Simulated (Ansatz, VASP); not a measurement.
**One calculation of ZnO, two programs**

```
Zn O
1.0
    -1.96874    1.96874    3.46549
     1.96874   -1.96874    3.46549
     1.96874    1.96874   -3.46549
Zn O
2 2
Cartesian
  0.0000 0.0000 0.0000
  0.0000 0.0000 3.4655
  0.0000 0.0000 1.9096
  0.0000 0.0000 5.0214
```

Alike in both runs: task relaxation of cell and atoms; functional PBE; k mesh 6 × 6 × 6; occupations gaussian, width 0.1 eV; no spin polarisation.

```csv
,VASP,Ansatz
version,VASP 6.6.1,Ansatz 0.2.0
potentials or method,"VASP PAW PBE potentials, release 64 (Zn, O_h), cutoff 910 eV","scalar-relativistic, plane waves, PAW"
valence electrons in the cell,36,36
```

|  | VASP | Ansatz | Ansatz less VASP |
| --- | --- | --- | --- |
| relaxed volume (Å³/atom) | 17.55 | 28.21 | +10.660 |
| relaxed cell length with the largest relative difference (Å) | 4.702 | 5.316 | +0.6140 |

One of these differences is far larger than is usual between the two programs; its cause wasn't traced.

The k mesh is coarse, so the values compare programs but aren't converged. Noted on VASP's run: the cutoff is short for stress, so the pressure is rough; the volume moved by over 15 % at a fixed basis, so the end points are rough.
